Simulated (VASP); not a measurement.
# Si in VASP: further runs

Si is run at these levels: PBE; tasks: single point.

Program: VASP 6.6.1. These are calculated values, not measurements. Logs are shortened: lines on timing, memory, paths and dates and some standing lists are left out, and cuts for length are marked.

### Step 1. The cell of the first run

The structure is tetragonal, space group I4/mmm (No. 139). The conventional cell has a = 6.579 Å, b = 6.579 Å, c = 3.796 Å, α = 90.00°, β = 90.00°, γ = 90.00°. Within 3.1 Å of Si (site symmetry m2m) lie 4 Si at 2.32 to 2.35 Å.

### Step 2. Single point, PBE

File INCAR:

```
PREC     = Accurate       # precision mode
ENCUT    = 520            # plane-wave cutoff, eV
EDIFF    = 1E-6           # SCF threshold, eV
ISMEAR   = 0              # smearing method
SIGMA    = 0.05           # smearing width, eV
LREAL    = False          # projectors in reciprocal space
LASPH    = True           # aspherical terms in the spheres
NELM     = 60             # most SCF steps
ALGO     = Normal         # electronic algorithm
ISIF     = 2              # what is computed and relaxed
LWAVE    = False          # write WAVECAR
LCHARG   = False          # write CHGCAR
GGA      = PE             # functional
NBANDS   = 16             # bands
```

File KPOINTS:

```
regular mesh
0
Gamma
  10 10 10
```

File POSCAR:

```
Si
1.0
   -3.2897119779      3.2897119779      1.8981800000
    3.2897119779     -3.2897119779      1.8981800000
    3.2897119779      3.2897119779     -1.8981800000
Si
4
Direct
    0.1786105076      0.1786105076      0.3572210152
    0.8213894924      0.8213894924      0.6427789848
    0.1786105076      0.8213894924      0.0000000000
    0.8213894924      0.1786105076      0.0000000000
```

Potentials or basis: VASP PAW PBE potentials, release 64 (Si).

Started as:

```console
cat potpaw_PBE.64/Si/POTCAR > POTCAR
mpirun -np 1 vasp_std > vasp.out
```

OUTCAR:

```text
PREC = Accurate
   ENCUT = 520
   EDIFF = 1E-6
   ISMEAR = 0
   LREAL = False
   LASPH = True
   NELM = 60
   ISIF = 2
   GGA = PE

 ion  position               nearest neighbor table
   1  0.179  0.179  0.357-   2 2.32   2 2.32   3 2.35   4 2.35
   2  0.821  0.821  0.643-   1 2.32   1 2.32   4 2.35   3 2.35
   3  0.179  0.821  0.000-   4 2.32   4 2.32   2 2.35   1 2.35
   4  0.821  0.179  0.000-   3 2.32   3 2.32   2 2.35   1 2.35

  LATTYP: Found a body centered tetragonal cell.
 ALAT       =     6.5794239558
 C/A-ratio  =     0.5770049210

  Lattice vectors:

 A1 = (  -3.2897119779,   3.2897119779,   1.8981800000)
 A2 = (   3.2897119779,  -3.2897119779,   1.8981800000)
 A3 = (   3.2897119779,   3.2897119779,  -1.8981800000)

Analysis of symmetry for initial positions (statically):
=====================================================================
 Subroutine PRICEL returns:
 Original cell was already a primitive cell.

 Routine SETGRP: Setting up the symmetry group for a
 body centered tetragonal supercell.

 Subroutine GETGRP returns: Found 16 space group operations
 (whereof 16 operations were pure point group operations)
 out of a pool of 16 trial point group operations.

The static configuration has the point symmetry D_4h.

Analysis of symmetry for dynamics (positions and initial velocities):
=====================================================================
 Subroutine PRICEL returns:
 Original cell was already a primitive cell.

 Routine SETGRP: Setting up the symmetry group for a
 body centered tetragonal supercell.

 Subroutine GETGRP returns: Found 16 space group operations
 (whereof 16 operations were pure point group operations)
 out of a pool of 16 trial point group operations.

The dynamic configuration has the point symmetry D_4h.

 Subroutine INISYM returns: Found 16 space group operations
 (whereof 16 operations are pure point group operations),
 and found     1 'primitive' translations

----------------------------------------------------------------------------------------

                                     Primitive cell

  volume of cell :      82.1700

  direct lattice vectors                    reciprocal lattice vectors
    -3.289711978  3.289711978  1.898180000     0.000000000  0.151988990  0.263410214
     3.289711978 -3.289711978  1.898180000     0.151988990  0.000000000  0.263410214
     3.289711978  3.289711978 -1.898180000     0.151988990  0.151988990  0.000000000

  length of vectors
     5.024688757  5.024688757  5.024688757     0.304114442  0.304114442  0.214944891

  position of ions in fractional coordinates (direct lattice)
     0.178610508  0.178610508  0.357221015
     0.821389492  0.821389492  0.642778985
     0.178610508  0.821389492  0.000000000
     0.821389492  0.178610508  0.000000000

  ion indices of the primitive-cell ions
   primitive index   ion index
                 1           1
                 2           2
                 3           3
                 4           4

----------------------------------------------------------------------------------------

 KPOINTS: regular mesh

Automatic generation of k-mesh.
 Grid dimensions read from file:
 generate k-points for:   10   10   10

 Generating k-lattice:

  Cartesian coordinates                     Fractional coordinates (reciprocal lattice)
     0.000000000  0.015198899  0.026341021     0.100000000 -0.000000000  0.000000000
     0.015198899  0.000000000  0.026341021    -0.000000000  0.100000000  0.000000000
     0.015198899  0.015198899  0.000000000     0.000000000  0.000000000  0.100000000

  Length of vectors
     0.030411444  0.030411444  0.021494489

  Shift w.r.t. Gamma in fractional coordinates (k-lattice)
     0.000000000  0.000000000  0.000000000

 Subroutine IBZKPT returns following result:
 ===========================================

 Found    102 irreducible k-points:

 Following reciprocal coordinates:
            Coordinates               Weight
  0.000000  0.000000  0.000000      1.000000
  0.100000  0.000000  0.000000      8.000000
  0.200000  0.000000  0.000000      8.000000
  0.300000  0.000000  0.000000      8.000000
  0.400000  0.000000 -0.000000      8.000000
  0.500000  0.000000 -0.000000      4.000000
[... 16 lines left out ...]
  0.300000  0.300000  0.000000      8.000000
  0.400000  0.300000 -0.000000     16.000000
 [... further k-points ...]
   k-points           NKPTS =    102   k-points in BZ     NKDIM =    102   number of bands    NBANDS=     16
   number of dos      NEDOS =    301   number of ions     NIONS =      4
   total plane-waves  NPLWV =  64000
   dimension x,y,z NGX =    40 NGY =   40 NGZ =   40
   dimension x,y,z NGXF=    80 NGYF=   80 NGZF=   80
   ions per type =               4
   NGX,Y,Z   is equivalent  to a cutoff of  13.23, 13.23, 13.23 a.u.
   NGXF,Y,Z  is equivalent  to a cutoff of  26.47, 26.47, 26.47 a.u.
 SYSTEM =  unknown system
   PREC   = accura    normal or accurate (medium, high low for compatibility)
   ISTART =      0    job   : 0-new  1-cont  2-samecut
   ICHARG =      2    charge: 1-file 2-atom 10-const
   ISPIN  =      1    spin polarized calculation?
   LNONCOLLINEAR =      F non collinear calculations
   LSORBIT =      F    spin-orbit coupling
   LASPH  =      T    aspherical Exc in radial PAW
   ENCUT  =  520.0 eV  38.22 Ry    6.18 a.u.   9.34  9.34  9.34*2*pi/ulx,y,z
   NELM   =     60;   NELMIN=  2; NELMDL= -5     # of ELM steps
   EDIFF  = 0.1E-05   stopping-criterion for ELM
   LREAL  =      F    real-space projection
   EDIFFG = 0.1E-04   stopping-criterion for IOM
   NSW    =      0    number of steps for IOM
   IBRION =     -1    ionic relax: 0-MD 1-quasi-New 2-CG
   NFREE  =      0    steps in history (QN), initial steepest desc. (CG)
   ISIF   =      2    stress and relaxation
   ISYM   =      2    0-nonsym 1-usesym 2-fastsym
   POTIM  = 0.5000    time-step for ionic-motion
   TEBEG  =    0.0;   TEEND  =   0.0 temperature during run
   PSTRESS=    0.0 pullay stress
   NELECT =      16.0000    total number of electrons
   NUPDOWN=      -1.0000    fix difference up-down
   EMIN   =  10.00;   EMAX   =-10.00  energy-range for DOS
   EFERMI =   0.00;   METHOD = LEGACY
   ISMEAR =     0;   SIGMA  =   0.05  broadening in eV -4-tet -1-fermi 0-gaus
   EFERMI_NEDOS =   21; number of points for ismear=-14 and -15
   IALGO  =     38    algorithm
   IMIX   =      4    mixing-type and parameters
     AMIX     =   0.40;   BMIX     =  1.00
     AMIX_MAG =   1.60;   BMIX_MAG =  1.00
  volume/ion in A,a.u.               =      20.54       138.63
  Fermi-wavevector in a.u.,A,eV,Ry     =   0.948878  1.793120 12.250274  0.900370
  Thomas-Fermi vector in A             =   2.077108
   LORBIT       =      0    0 simple, 1 ext, 2 COOP (PROOUT), +10 PAW based schemes
   GGA     = PE    functional components
   LHFCALC =     F    Hartree Fock is set to
   AEXX    =    0.0000 exact exchange contribution
   IVDW    =     0    specifies the selected vdW correction
   LEPSILON=     F    determine dielectric tensor
   LRPA    =     F    only Hartree local field effects (RPA)
 non-spin polarized calculation
 Gauss-broadening in eV      SIGMA  =   0.05
  energy-cutoff  :      520.00
  volume of cell :       82.17
 maximum number of plane-waves:      2240
 NGX is ok and might be reduce to    40
   NGX = 19   NGY = 19   NGZ = 19

 number of electron      16.0000000 magnetization

 Free energy of the ion-electron system (eV)
  ---------------------------------------------------
  ext. energy  EPLUGINS =         0.00000000
  ---------------------------------------------------
  free energy    TOTEN  =       -21.23823266 eV

  energy without entropy =      -21.23823221  energy(sigma->0) =      -21.23823244

 E-fermi :   5.9059     XC(G=0):  -9.2149

 val. band max:        5.7878681231   @ k =   0.5000   0.5000   0.5000
 cond. band min:       6.0368455222   @ k =  -0.1000  -0.2000   0.1000
 fundamental gap:      0.2489773991
 Fermi energy:         5.9058589325

 k-point     1 :       0.0000    0.0000    0.0000
  band No.  band energies     occupation
      1      -6.4978      2.00000
      2      -2.1235      2.00000
      3       0.1254      2.00000
      4       0.1254      2.00000
      5       1.8837      2.00000
      6       4.2806      2.00000
[... 8 lines left out ...]
     15      11.2394      0.00000
     16      12.8242      0.00000

 k-point     2 :       0.1000    0.0000    0.0000
  band No.  band energies     occupation
      1      -6.3839      2.00000
      2      -2.1519      2.00000
      3      -0.0197      2.00000
      4       0.2998      2.00000
      5       1.9881      2.00000
      6       3.6411      2.00000
[... 8 lines left out ...]
     15      10.7600      0.00000
     16      13.3992      0.00000

 k-point     3 :       0.2000    0.0000    0.0000
  band No.  band energies     occupation
      1      -6.0478      2.00000
      2      -2.1710      2.00000
      3      -0.4332      2.00000
      4       0.5960      2.00000
      5       2.1487      2.00000
      6       2.5452      2.00000
[... 8 lines left out ...]
     15      11.1109      0.00000
     16      12.8429      0.00000

 k-point     4 :       0.3000    0.0000    0.0000
  band No.  band energies     occupation
      1      -5.5133      2.00000
      2      -2.0917      2.00000
      3      -1.1507      2.00000
      4       0.4125      2.00000
      5       1.7104      2.00000
      6       2.2484      2.00000
[... 8 lines left out ...]
     15      12.1568      0.00000
     16      12.6348      0.00000

 k-point     5 :       0.4000    0.0000   -0.0000
  band No.  band energies     occupation
      1      -4.8610      2.00000
      2      -2.0486      2.00000
      3      -1.9071      2.00000
      4      -0.1361      2.00000
      5       1.3726      2.00000
      6       2.2094      2.00000
[... 8 lines left out ...]
     15      11.8777      0.00000
     16      13.4963      0.00000

 k-point     6 :       0.5000    0.0000   -0.0000
  band No.  band energies     occupation
      1      -4.4559      2.00000
      2      -2.5643      2.00000
      3      -1.7756      2.00000
      4      -0.4266      2.00000
      5       1.2952      2.00000
      6       2.1812      2.00000
[... 8 lines left out ...]
     15      11.4089      0.00000
     16      13.5533      0.00000
[... 267 lines left out ...]
 k-point    21 :      -0.3000    0.2000    0.0000
  band No.  band energies     occupation
      1      -6.0533      2.00000
      2      -3.1868      2.00000
      3      -0.1882      2.00000
      4       0.7911      2.00000
      5       3.1104      2.00000
      6       3.3135      2.00000
[... 8 lines left out ...]
     15      11.8213      0.00000
     16      12.5443      0.00000

 k-point    22 :      -0.2000    0.2000    0.0000
  band No.  band energies     occupation
      1      -6.2739      2.00000
      2      -2.9402      2.00000
      3       0.1832      2.00000
      4       0.3017      2.00000
      5       2.8654      2.00000
      6       4.0561      2.00000
[... 8 lines left out ...]
     15      11.6962      0.00000
     16      13.6405      0.00000

 k-point    23 :       0.3000    0.3000    0.0000
  band No.  band energies     occupation
      1      -4.3685      2.00000
      2      -2.9496      2.00000
      3      -2.1137      2.00000
      4       0.0361      2.00000
      5       1.1936      2.00000
      6       2.8541      2.00000
[... 8 lines left out ...]
     15      12.3450      0.00000
     16      13.7760      0.00000

 k-point    24 :       0.4000    0.3000   -0.0000
  band No.  band energies     occupation
      1      -4.7701      2.00000
      2      -3.5464      2.00000
      3      -1.4217      2.00000
      4       0.6871      2.00000
      5       1.4536      2.00000
      6       2.7084      2.00000
[... 8 lines left out ...]
     15      11.9784      0.00000
     16      12.7956      0.00000

 [... further k-points ...]

------------------------ aborting loop because EDIFF is reached ----------------------------------------

  FORCE on cell =-STRESS in cart. coord.  units (eV):
  Direction    XX          YY          ZZ          XY          YZ          ZX
  --------------------------------------------------------------------------------------
  -------------------------------------------------------------------------------------
  Total        2.2974026      2.2974026      2.4078241      0.0000000      0.0000000     -0.0000000
  in kB       44.7955178     44.7955178     46.9485520      0.0000000      0.0000000     -0.0000000
  external PRESSURE =      45.5131959 kB  Pullay stress =       0.0000000 kB

 VOLUME and BASIS-vectors are now :
 -----------------------------------------------------------------------------
  energy-cutoff  :      520.00
  volume of cell :       82.17
      direct lattice vectors                 reciprocal lattice vectors
    -3.289711978  3.289711978  1.898180000     0.000000000  0.151988990  0.263410214
     3.289711978 -3.289711978  1.898180000     0.151988990  0.000000000  0.263410214
     3.289711978  3.289711978 -1.898180000     0.151988990  0.151988990  0.000000000

 POSITION                                       TOTAL-FORCE (eV/Angst)
 -----------------------------------------------------------------------------------
      1.17515      1.17515      0.00000         0.053674      0.053674     -0.000000
      2.11456      2.11456      1.89818        -0.053674     -0.053674      0.000000
      2.11456     -2.11456      1.89818        -0.053674      0.053674     -0.000000
     -2.11456      2.11456      1.89818         0.053674     -0.053674     -0.000000
 -----------------------------------------------------------------------------------
    total drift:                               -0.000000     -0.000000      0.000000

  FREE ENERGIE OF THE ION-ELECTRON SYSTEM (eV)
  ---------------------------------------------------
  free  energy   TOTEN  =       -21.2382326608 eV

  energy  without entropy=      -21.2382322096  energy(sigma->0) =      -21.23823244
```

It took 3 min on 1 thread of Intel Xeon 8259CL, shared host; peak memory 0.28 GiB.

What came out:

```yaml
Free_energy: -21.2382 eV
Pressure: 4.6 GPa
Largest_force: 0.076 eV/Å
Band_gap_on_the_k_mesh: 0.25 eV (least direct gap 0.38 eV)
```

Forces in eV/Å, atoms in the order of the input:
```
Si   0.054  0.054  0.000
Si  -0.054 -0.054  0.000
Si  -0.054  0.054  0.000
Si   0.054 -0.054  0.000
```

Stress tensor (GPa, compression positive):
```
4.48 0.00 0.00
0.00 4.48 0.00
0.00 0.00 4.69
```

Caveat: the cell stands under pressure. A k mesh can miss the band edges.

### Step 3. Single point, PBE (atoms displaced along a vibrational mode, the cell strained)

File INCAR:

```
ALGO = Normal ; EDIFF = 1E-7
ENCUT = 520 ; GGA = PE
ISIF = 2 ; ISMEAR = 0
LASPH = T ; LCHARG = T
LELF = T ; LREAL = F
LVHAR = T ; LWAVE = F
NBANDS = 16 ; NELM = 80
PREC = Accurate ; SIGMA = 0.05
```

File KPOINTS:

```
k-points
0
Gamma
  10 10 10
```

File POSCAR:

```
Si
1.0
   -3.2897119779      3.2897119779      1.8981800000
    3.2897119779     -3.2897119779      1.8981800000
    3.2897119779      3.2897119779     -1.8981800000
Si
4
Direct
    0.1664887805      0.1664887805      0.3572210152
    0.8092677652      0.8092677652      0.6427789848
    0.1907322348      0.8335112195      0.0000000000
    0.8335112195      0.1907322348      0.0000000000
```

Potentials or basis: VASP PAW PBE potentials, release 64 (Si).

Started as:

```console
cat potpaw_PBE.64/Si/POTCAR > POTCAR
mpirun -np 1 vasp_std > vasp.out
```

It took 2.6 min on 1 thread of Intel Xeon 8259CL, shared host; peak memory 0.28 GiB.

It converged, with:

```
Free energy            : -21.2306 eV
Pressure               : 4.5 GPa
Largest force          : 0.100 eV/Å
Band gap on the k mesh : 0.24 eV (least direct gap 0.45 eV)
```

Forces on the atoms (eV/Å):
```
Si   0.038  0.038  0.084
Si  -0.038 -0.038  0.084
Si  -0.038  0.038 -0.084
Si   0.038 -0.038 -0.084
```

Stress tensor (GPa, compression positive):
```
4.35 0.00 0.00
0.00 4.35 0.00
0.00 0.00 4.67
```

Levels at points of the mesh, in eV from the valence-band top:
| k point | band 5 | band 6 | band 7 | band 8 | band 9 | band 10 | band 11 | band 12 |
| --- | --- | --- | --- | --- | --- | --- | --- | --- |
| (0.00, 0.00, 0.00) | -3.91 | -1.52 | -1.52 | -0.59 | 1.38 | 1.67 | 1.67 | 2.32 |
| (0.50, 0.00, 0.00) | -4.50 | -3.61 | -2.46 | -1.47 | 0.79 | 2.40 | 3.00 | 3.45 |
| (0.50, 0.50, 0.00) | -2.95 | -2.05 | -1.96 | -1.66 | 1.65 | 1.93 | 1.98 | 4.03 |
| (0.50, 0.50, 0.50) | -3.01 | -0.28 | 0.00 | 0.00 | 0.45 | 3.53 | 3.61 | 4.04 |

Caveat: the cell differs from its parent crystal (atoms displaced along a vibrational mode, the cell strained); the cell stands under pressure. A k mesh can miss the band edges.

### Step 4. Single point, PBE (atoms displaced along a vibrational mode, the cell strained)

File INCAR:

```
SYSTEM = Si
ALGO = Normal ; EDIFF = 1E-6
ENCUT = 520 ; GGA = PE
ISIF = 2 ; ISMEAR = 0
LASPH = .True. ; LCHARG = .False.
LREAL = .False. ; LWAVE = .False.
NBANDS = 16 ; NELM = 100
PREC = Accurate ; SIGMA = 0.05
```

File KPOINTS:

```
k-points
0
Gamma
  10 10 10
  0 0 0
```

File POSCAR:

```
Si
1.0
   -3.3178148769      3.3178148769      1.9143955111
    3.3178148769     -3.3178148769      1.9143955111
    3.3178148769      3.3178148769     -1.9143955111
Si
4
Direct
    0.1725496441      0.1725496441      0.3572210152
    0.8153286288      0.8153286288      0.6427789848
    0.1846713712      0.8274503559      0.0000000000
    0.8274503559      0.1846713712      0.0000000000
```

Started as:

```console
cat potpaw_PBE.64/Si/POTCAR > POTCAR
mpirun -np 1 vasp_std > vasp.out
```

It took 2.6 min on 1 thread of Intel Xeon 8259CL, shared host; peak memory 0.28 GiB.

It converged, with:

```yaml
Free_energy: -21.2799 eV
Pressure: 2.1 GPa
Largest_force: 0.057 eV/Å
Band_gap_on_the_k_mesh: 0.33 eV (least direct gap 0.43 eV)
```

Forces in eV/Å, atoms in the order of the input:
```
Si   0.022  0.022  0.047
Si  -0.022 -0.022  0.047
Si  -0.022  0.022 -0.047
Si   0.022 -0.022 -0.047
```

Stress tensor (GPa, compression positive):
```
2.04 0.00 0.00
0.00 2.04 0.00
0.00 0.00 2.16
```

Levels at points of the mesh, in eV from the valence-band top:
| k point | band 4 | band 5 | band 6 | band 7 | band 8 | band 9 | band 10 | band 11 | band 12 | band 13 |
| --- | --- | --- | --- | --- | --- | --- | --- | --- | --- | --- |
| (0.00, 0.00, 0.00) | -5.59 | -3.79 | -1.48 | -1.48 | -0.57 | 1.42 | 1.62 | 1.62 | 2.33 | 2.33 |
| (0.50, 0.00, 0.00) | -6.15 | -4.38 | -3.51 | -2.39 | -1.43 | 0.85 | 2.39 | 3.03 | 3.48 | 4.21 |
| (0.50, 0.50, 0.00) | -4.95 | -2.86 | -2.00 | -1.89 | -1.61 | 1.66 | 1.94 | 1.98 | 3.99 | 4.33 |
| (0.50, 0.50, 0.50) | -5.03 | -2.93 | -0.22 | 0.00 | 0.00 | 0.43 | 3.33 | 3.50 | 4.03 | 4.51 |

Caveat: the cell differs from its parent crystal (atoms displaced along a vibrational mode, the cell strained). A k mesh can miss the band edges.

### Step 5. The runs side by side

| cell | gap on the mesh (eV) | pressure (GPa) | largest force (eV/Å) |
| --- | --- | --- | --- |
| a = 5.025 Å, angles 98.2, 98.2, 135.6°, 4 atoms, atomic positions A | 0.25 | 4.6 | 0.08 |
| a = 5.025 Å, angles 98.2, 98.2, 135.6°, 4 atoms, atomic positions B | 0.24 | 4.5 | 0.10 |
| a = 5.068 Å, angles 98.2, 98.2, 135.6°, 4 atoms, atomic positions C | 0.33 | 2.1 | 0.06 |

Alike in all rows: task single point; level PBE; potentials or basis VASP PAW PBE potentials, release 64 (Si); no spin polarisation; k mesh 10 × 10 × 10; cutoff (eV) 520; smearing gaussian 0.05 eV.

Caveats: the cell stands under pressure (at least some runs).

Total energies depend on the potentials used, so only differences within one code and one set of settings carry meaning.
